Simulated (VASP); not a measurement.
Write the native input for VASP 6.6.1 that does the following.

* Task: relaxation of cell and atoms
* Functional: PBE
* Potentials or basis: VASP PAW PBE potentials, release 64 (Os)
* Cutoff: 600 eV
* k mesh: 6 × 6 × 4
* Occupations: gaussian, width 0.1 eV
* Spin: no spin polarisation
* Dipole correction: no
* Further INCAR settings: ALGO = Normal; EDIFF = 1e-07; IBRION = 2; EDIFFG = -0.04; NSW = 90; ISIF = 3

The structure of Os lies in POSCAR:

```
Os
1.0
    2.9400607200      0.0000000000      0.0000000000
   -1.4700303600      2.5461672700      0.0000000000
    0.0000000000      0.0000000000      7.1538171200
Os
2
Direct
    0.0000000000      0.0000000000      0.3745145100
    0.0000000000      0.0000000000      0.6254854900
```

These files were run (other wordings do the same):

INCAR

```
PREC = Accurate ; ENCUT = 600
EDIFF = 1E-7 ; ISMEAR = 0
SIGMA = 0.1 ; LREAL = F
LASPH = T ; NELM = 120
ALGO = Normal ; ISIF = 3
LWAVE = F ; LCHARG = F
GGA = PE ; IBRION = 2
NSW = 90 ; EDIFFG = -0.04
GGA_COMPAT = F ; NELMIN = 4
```

KPOINTS

```
regular mesh
0
Gamma
  6 6 4
```

Potentials or basis: VASP PAW PBE potentials, release 64 (Os).

Command:

```console
$ cat potpaw_PBE.64/Os/POTCAR > POTCAR
$ mpirun -np 1 vasp_std > vasp.out
```

Results of the run:

The relaxed volume is 17.42 Å³/atom and the relaxed cell is a = 2.675 Å, b = 2.675 Å, c = 5.625 Å, α = 90.00°, β = 90.00°, γ = 120.00°. The space group after relaxing (to 0.05 Å) is P6/mmm (No. 191) and the energy gained by relaxing is 2612.2 meV/atom. The ionic steps are 43, the pressure after relaxing is 0.0 GPa and the band gap on the k mesh is zero (band 8 reaches 8.23 eV, above the bottom of band 9 at 5.79 eV).

Caveat: the k points lie up to 0.45 Å⁻¹ apart in the final cell; the volume moved by over 15 % at a fixed basis, so the end points are rough; spin-orbit coupling is left out, which moves the levels of the heavy elements.

Wall time 6.5 min on 1 thread of Intel(R) Xeon(R) Platinum 8375C CPU @ 2.90GHz (Ice Lake), on a shared host, peak memory 0.2 GiB.
